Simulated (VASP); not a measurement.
CoSi2, 3 atoms in the cell. Symmetry: Fm-3m, No. 225, cubic system. The conventional cell has a = 5.360 Å, b = 5.360 Å, c = 5.360 Å, α = 90.00°, β = 90.00°, γ = 90.00°. Co (site symmetry m-3m) has 8 Si at 2.32 Å within 3.1 Å. Si (site symmetry -43m) has 4 Co at 2.32 Å and 6 Si at 2.68 Å within 3.1 Å. 

- Program: VASP 6.6.1
- Task: single point
- Functional: PBE
- Potentials or basis: VASP PAW PBE potentials, release 64 (Co, Si)
- Cutoff: 520 eV
- k mesh: 14 × 14 × 14
- Occupations: gaussian, width 0.15 eV
- Spin: collinear spin, ferromagnetic start
- Starting moments: [1.1, 0.0, 0.0] μB
- Fixed moment: 1.1 μB
- Dipole correction: no
- Further INCAR settings: ALGO = Normal; EDIFF = 1e-06; NBANDS = 20

Potentials or basis: VASP PAW PBE potentials, release 64 (Co, Si).

The run is started by

```bash
$ cat potpaw_PBE.64/Co/POTCAR potpaw_PBE.64/Si/POTCAR > POTCAR
$ mpirun -np 1 vasp_std > vasp.out
```

Hardware: 1 thread of AMD EPYC 7R13 (shared host).

Estimate the wall time of this run.

Wall time 5.7 min on 1 thread of AMD EPYC 7R13 (shared host), peak memory 0.23 GiB. Counts: scf iterations 15, k points 104.
